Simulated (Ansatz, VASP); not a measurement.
One calculation of Ge2Sb3Se, two programs

```
Ge Sb Se
1.0
     4.07054    0.00000    0.00000
     0.00000    4.07054    0.00000
     0.00000    0.00000    9.08941
Ge Sb Se
2 3 1
Direct
  0.50000 0.00000 0.68882
  0.00000 0.50000 0.31118
  0.50000 0.00000 0.37200
  0.00000 0.50000 0.62800
  0.00000 0.00000 0.00000
  0.50000 0.50000 0.00000
```

Change from the starting cell: species swapped into the Hf2SiAs3 type (P-4m2, No. 115).

Alike in both runs: functional PBE; k mesh 4 × 4 × 2; occupations gaussian, width 0.1 eV; no spin polarisation.

Ansatz relaxed the structure, and its values are those at the end. VASP's run is a single point on that final structure, the one shown.

```csv
,VASP,Ansatz
version,VASP 6.6.1,Ansatz 0.2.0
potentials or method,"VASP PAW PBE potentials, release 64 (Ge_d, Sb, Se), cutoff 520 eV","scalar-relativistic, plane waves, PAW"
valence electrons in the cell,49,89
```

|  | VASP | Ansatz | Ansatz less VASP |
| --- | --- | --- | --- |
| gap on the k mesh at the Fermi level (eV) | none | none | - |
| pressure (GPa) | -0.1 | -0.1 | +0.07 |
| rms of the force components (eV/Å) | 0.013 | 0.014 | +0.0005 |

A gap of «none» marks a metal or a gap that the smearing closes. VASP's potentials hold 49 valence electrons a cell and Ansatz's 89, so a difference there can come from the potentials and not from the codes.

The k mesh is coarse, so the values compare programs but aren't converged. Neither program's run includes spin-orbit coupling.
